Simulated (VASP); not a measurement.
# Yb (Im-3m) in VASP: a series of runs, part 2 of 2

VASP 6.6.1. The steps go on from the part before.

### 4 Single point, PBEsol, collinear spin, zero start

This run uses another cell than the first one, of 39.84 Å³/atom.

INCAR reads:

```
PREC = Accurate
ENCUT = 520
EDIFF = 1E-6
ISMEAR = -1
SIGMA = 0.05
LREAL = F
LASPH = T
NELM = 150
ALGO = Normal
ISIF = 2
LWAVE = F
LCHARG = T
ISPIN = 2
MAGMOM = 0
LORBIT = 11
NUPDOWN = 0.0
LMAXMIX = 6
GGA = PS
LELF = T
LVHAR = T
NBANDS = 22
```

KPOINTS reads:

```
Automatic mesh
0
Gamma
  7 7 7
```

POSCAR reads:

```
Yb
1.0
   -2.1514830000      2.1514830000      2.1514830000
    2.1514830000     -2.1514830000      2.1514830000
    2.1514830000      2.1514830000     -2.1514830000
Yb
1
Direct
    0.0000000000      0.0000000000      0.0000000000
```

Potentials or basis: VASP PAW PBE potentials, release 64 (Yb).

On the command line:

```
cat potpaw_PBE.64/Yb/POTCAR > POTCAR
mpirun -np 1 vasp_std > vasp.out
```

OUTCAR:

```text
PREC = Accurate
   ENCUT = 520
   EDIFF = 1E-6
   ISMEAR = -1
   LREAL = F
   LASPH = T
   NELM = 150
   ISIF = 2
   ISPIN = 2
   LORBIT = 11
   NUPDOWN = 0.0
   GGA = PS

 ion  position               nearest neighbor table
   1  0.000  0.000  0.000-

  LATTYP: Found a body centered cubic cell.
 ALAT       =     4.3029660000

  Lattice vectors:

 A1 = (  -2.1514830000,   2.1514830000,   2.1514830000)
 A2 = (   2.1514830000,  -2.1514830000,   2.1514830000)
 A3 = (   2.1514830000,   2.1514830000,  -2.1514830000)

Analysis of symmetry for initial positions (statically):
=====================================================================
 Subroutine PRICEL returns:
 Original cell was already a primitive cell.

 Routine SETGRP: Setting up the symmetry group for a
 body centered cubic supercell.

 Subroutine GETGRP returns: Found 48 space group operations
 (whereof 48 operations were pure point group operations)
 out of a pool of 48 trial point group operations.

The static configuration has the point symmetry O_h .

Analysis of symmetry for dynamics (positions and initial velocities):
[... 673 lines left out ...]
     21      15.1221      0.00000
     22      15.3554      0.00000
 Fermi energy:         1.1614878230

 spin component 2

 k-point     1 :       0.0000    0.0000    0.0000
  band No.  band energies     occupation
      1     -50.6646      1.00000
      2     -22.8972      1.00000
      3     -22.8972      1.00000
      4     -22.8972      1.00000
      5      -3.7914      1.00000
      6       0.7477      0.99975
[... 489 lines left out ...]
     21      15.1221      0.00000
     22      15.3554      0.00000

------------------------ aborting loop because EDIFF is reached ----------------------------------------

  FORCE on cell =-STRESS in cart. coord.  units (eV):
  Direction    XX          YY          ZZ          XY          YZ          ZX
  --------------------------------------------------------------------------------------
  -------------------------------------------------------------------------------------
  Total       -1.0354284     -1.0354284     -1.0354284      0.0000000      0.0000000     -0.0000000
  in kB      -41.6444269    -41.6444269    -41.6444269      0.0000000      0.0000000     -0.0000000
  external PRESSURE =     -41.6444269 kB  Pullay stress =       0.0000000 kB

 VOLUME and BASIS-vectors are now :
 -----------------------------------------------------------------------------
  energy-cutoff  :      520.00
  volume of cell :       39.84
      direct lattice vectors                 reciprocal lattice vectors
    -2.151483000  2.151483000  2.151483000     0.000000000  0.232397839  0.232397839
     2.151483000 -2.151483000  2.151483000     0.232397839  0.000000000  0.232397839
     2.151483000  2.151483000 -2.151483000     0.232397839  0.232397839  0.000000000

 POSITION                                       TOTAL-FORCE (eV/Angst)
 -----------------------------------------------------------------------------------
      0.00000      0.00000      0.00000        -0.000000     -0.000000      0.000000
 -----------------------------------------------------------------------------------
    total drift:                               -0.000000     -0.000000     -0.000000

  FREE ENERGIE OF THE ION-ELECTRON SYSTEM (eV)
  ---------------------------------------------------
  free  energy   TOTEN  =        -3.8337768472 eV

  energy  without entropy=       -3.8208149706  energy(sigma->0) =       -3.82729591

 total charge

# of ion       s       p       d       f       tot
--------------------------------------------------
    1        2.215   5.970   0.233  13.638  22.055

 magnetization (x)

# of ion       s       p       d       f       tot
--------------------------------------------------
    1       -0.000   0.000  -0.000  -0.000  -0.000
```

OSZICAR:

```text
N       E                     dE             d eps       ncg     rms          rms(c)
DAV:   1     0.131617709694E+03    0.13162E+03   -0.82637E+03  2520   0.741E+03
DAV:   2     0.131348803351E+02   -0.11848E+03   -0.11316E+03  2478   0.751E+02
DAV:   3    -0.104417468326E+01   -0.14179E+02   -0.13986E+02  2418   0.108E+02
DAV:   4    -0.372668861958E+01   -0.26825E+01   -0.26640E+01  3312   0.320E+01
[... 17 lines left out ...]
DAV:  22    -0.383378673474E+01    0.11820E-03   -0.15600E-04  3120   0.355E-01    0.395E-01
DAV:  23    -0.383377603048E+01    0.10704E-04   -0.28568E-05  3352   0.132E-01    0.267E-01
DAV:  24    -0.383377965131E+01   -0.36208E-05   -0.40876E-06  2366   0.479E-02    0.134E-01
DAV:  25    -0.383377705516E+01    0.25962E-05   -0.34505E-06  1996   0.630E-02    0.528E-02
DAV:  26    -0.383377684719E+01    0.20797E-06   -0.30464E-06  1614   0.600E-02
   1 F= -.38337768E+01 E0= -.38272959E+01  d E =-.129619E-01  mag=    -0.0000
```

Run time: 2.2 min. Hardware: 1 thread of Intel Xeon 8259CL, shared host; peak memory 0.2 GiB.

What came out:

- Free energy: -3.8338 eV
- Pressure: -4.2 GPa
- Net moment: 0.00 μB per cell
- Valence electrons inside the program's atomic spheres: Yb 22.05

Caveat: the cell stands under tension; the PAW data sets were made with another functional, which shifts forces and pressure a little; spin-orbit coupling is left out, which moves the levels of the heavy elements; the total moment is fixed, so each spin has its own Fermi level.

### 5 Single point, PBEsol, collinear spin, ferromagnetic start

This run uses another cell than the first one, of 39.84 Å³/atom.

INCAR reads:

```
PREC = Accurate
ENCUT = 520
EDIFF = 1E-7
ISMEAR = -1
SIGMA = 0.05
LREAL = F
LASPH = T
NELM = 150
ALGO = Normal
ISIF = 2
LWAVE = F
LCHARG = F
ISPIN = 2
MAGMOM = 0.2
LORBIT = 11
NUPDOWN = 0.2
LMAXMIX = 6
GGA = PS
NBANDS = 22
```

KPOINTS is that of step 4.

POSCAR is that of step 4.

On the command line:

```
cat potpaw_PBE.64/Yb/POTCAR > POTCAR
mpirun -np 1 vasp_std > vasp.out
```

Run time: 3.9 min. Hardware: 1 thread of Intel Xeon 8259CL, shared host; peak memory 0.2 GiB.

It converged, with:

- Free energy: -3.8221 eV
- Pressure: -3.0 GPa
- Net moment: 0.20 μB per cell
- Site moments: Yb +0.10 μB
- Valence electrons inside the program's atomic spheres: Yb 22.05

Caveat: the cell stands under tension; the PAW data sets were made with another functional, which shifts forces and pressure a little; spin-orbit coupling is left out, which moves the levels of the heavy elements; the total moment is fixed, so each spin has its own Fermi level. The state reached can hang on the start; a lower one may exist.

### 6 Single point, PBEsol, collinear spin, ferromagnetic start

This run uses another cell than the first one, of 39.84 Å³/atom.

INCAR reads:

```
SYSTEM = Yb
PREC = Accurate
ENCUT = 520
EDIFF = 1E-7
ISMEAR = -1
SIGMA = 0.05
LREAL = .False.
LASPH = .True.
NELM = 150
ALGO = Normal
ISIF = 2
LWAVE = .False.
LCHARG = .False.
ISPIN = 2
MAGMOM = 0.5
LORBIT = 11
NUPDOWN = 0.5
LMAXMIX = 6
GGA = PS
NBANDS = 22
```

KPOINTS reads:

```
Automatic mesh
0
Gamma
  7 7 7
  0 0 0
```

POSCAR is that of step 5.

Potentials or basis: VASP PAW PBE potentials, release 64 (Yb).

On the command line:

```
cat potpaw_PBE.64/Yb/POTCAR > POTCAR
mpirun -np 1 vasp_std > vasp.out
```

OUTCAR:

```text
SYSTEM = Yb
   PREC = Accurate
   ENCUT = 520
   EDIFF = 1E-7
   ISMEAR = -1
   LREAL = .False.
   LASPH = .True.
   NELM = 150
   ISIF = 2
   ISPIN = 2
   LORBIT = 11
   NUPDOWN = 0.5
   GGA = PS

 ion  position               nearest neighbor table
   1  0.000  0.000  0.000-

  LATTYP: Found a body centered cubic cell.
 ALAT       =     4.3029660000

  Lattice vectors:

 A1 = (  -2.1514830000,   2.1514830000,   2.1514830000)
 A2 = (   2.1514830000,  -2.1514830000,   2.1514830000)
 A3 = (   2.1514830000,   2.1514830000,  -2.1514830000)

Analysis of symmetry for initial positions (statically):
=====================================================================
 Subroutine PRICEL returns:
 Original cell was already a primitive cell.

 Routine SETGRP: Setting up the symmetry group for a
 body centered cubic supercell.

 Subroutine GETGRP returns: Found 48 space group operations
 (whereof 48 operations were pure point group operations)
 out of a pool of 48 trial point group operations.

The static configuration has the point symmetry O_h .

[... 672 lines left out ...]
     21      14.9373      0.00000
     22      15.1722      0.00000
 Fermi energy:         0.8686354981

 spin component 2

 k-point     1 :       0.0000    0.0000    0.0000
  band No.  band energies     occupation
      1     -50.7675      1.00000
      2     -22.9746      1.00000
      3     -22.9746      1.00000
      4     -22.9746      1.00000
      5      -3.6194      1.00000
      6       0.5946      0.99585
[... 489 lines left out ...]
     21      15.2161      0.00000
     22      15.4315      0.00000

------------------------ aborting loop because EDIFF is reached ----------------------------------------

  FORCE on cell =-STRESS in cart. coord.  units (eV):
  Direction    XX          YY          ZZ          XY          YZ          ZX
  --------------------------------------------------------------------------------------
  -------------------------------------------------------------------------------------
  Total       -0.7813042     -0.7813042     -0.7813042      0.0000000     -0.0000000      0.0000000
  in kB      -31.4236776    -31.4236776    -31.4236776      0.0000000     -0.0000000      0.0000000
  external PRESSURE =     -31.4236776 kB  Pullay stress =       0.0000000 kB

 VOLUME and BASIS-vectors are now :
 -----------------------------------------------------------------------------
  energy-cutoff  :      520.00
  volume of cell :       39.84
      direct lattice vectors                 reciprocal lattice vectors
    -2.151483000  2.151483000  2.151483000     0.000000000  0.232397839  0.232397839
     2.151483000 -2.151483000  2.151483000     0.232397839  0.000000000  0.232397839
     2.151483000  2.151483000 -2.151483000     0.232397839  0.232397839  0.000000000

 POSITION                                       TOTAL-FORCE (eV/Angst)
 -----------------------------------------------------------------------------------
      0.00000      0.00000      0.00000        -0.000000     -0.000000     -0.000000
 -----------------------------------------------------------------------------------
    total drift:                                0.000000     -0.000000     -0.000000

  FREE ENERGIE OF THE ION-ELECTRON SYSTEM (eV)
  ---------------------------------------------------
  free  energy   TOTEN  =        -3.7733209595 eV

  energy  without entropy=       -3.7335405079  energy(sigma->0) =       -3.75343073

 total charge

# of ion       s       p       d       f       tot
--------------------------------------------------
    1        2.213   5.979   0.234  13.607  22.034

 magnetization (x)

# of ion       s       p       d       f       tot
--------------------------------------------------
    1        0.001   0.032   0.073   0.134   0.240
```

OSZICAR:

```text
N       E                     dE             d eps       ncg     rms          rms(c)
DAV:   1     0.131625202110E+03    0.13163E+03   -0.80121E+03  2520   0.722E+03
DAV:   2     0.132347458217E+02   -0.11839E+03   -0.11303E+03  2484   0.743E+02
[... 23 lines left out ...]
DAV:  26    -0.377332786328E+01    0.10459E-05   -0.98944E-07  3020   0.235E-02    0.515E-02
DAV:  27    -0.377332628721E+01    0.15761E-05   -0.57332E-07  2080   0.369E-02    0.453E-02
DAV:  28    -0.377332152048E+01    0.47667E-05   -0.65481E-06  2394   0.783E-02    0.106E-02
DAV:  29    -0.377332123925E+01    0.28123E-06   -0.49031E-07  2406   0.178E-02    0.886E-03
DAV:  30    -0.377332100714E+01    0.23211E-06   -0.29303E-07  1572   0.151E-02    0.376E-03
DAV:  31    -0.377332095951E+01    0.47632E-07   -0.12279E-07  1302   0.929E-03
   1 F= -.37733210E+01 E0= -.37534307E+01  d E =-.397805E-01  mag=     0.5000
```

Run time: 3.1 min. Hardware: 1 thread of Intel Xeon 8259CL, shared host; peak memory 0.2 GiB.

Results:

```yaml
Free_energy: -3.7733 eV
Pressure: -3.1 GPa
Net_moment: 0.50 μB per cell
Site_moments: Yb +0.24 μB
Valence_electrons_inside_the_program's_atomic_spheres: Yb 22.03
```

Caveat: the cell stands under tension; the PAW data sets were made with another functional, which shifts forces and pressure a little; spin-orbit coupling is left out, which moves the levels of the heavy elements; the total moment is fixed, so each spin has its own Fermi level. The state reached can hang on the start; a lower one may exist.

### 7 The runs side by side

| level | spin | fixed moment (μB) | cell | k mesh | gap on the mesh (eV) | pressure (GPa) | moment (μB) |
| --- | --- | --- | --- | --- | --- | --- | --- |
| PBE | collinear, ferromagnetic start | - | a = 3.751 Å, angles 109.5°, 1 atom | 9 × 9 × 9 | none | -2.8 | 0.00 |
| PBE | collinear, ferromagnetic start | - | a = 3.776 Å, angles 109.5°, 1 atom | 9 × 9 × 9 | none | -4.2 | 0.00 |
| PBEsol | collinear, zero start | 0.0 | a = 3.726 Å, angles 109.5°, 1 atom | 7 × 7 × 7 | - | -4.2 | 0.00 |
| PBEsol | collinear, ferromagnetic start | 0.2 | a = 3.726 Å, angles 109.5°, 1 atom | 7 × 7 × 7 | - | -3.0 | 0.20 |
| PBEsol | collinear, ferromagnetic start | 0.5 | a = 3.726 Å, angles 109.5°, 1 atom | 7 × 7 × 7 | - | -3.1 | 0.50 |

Alike in all rows: task single point; potentials or basis VASP PAW PBE potentials, release 64 (Yb); cutoff (eV) 520; smearing fermi-dirac 0.05 eV.

Caveats: spin-orbit coupling is left out, which moves the levels of the heavy elements; the cell stands under tension (at least some runs); the PAW data sets were made with another functional, which shifts forces and pressure a little (at least some runs); the total moment is fixed, so each spin has its own Fermi level (at least some runs).

Absolute energies hang on the potentials; compare differences alone.
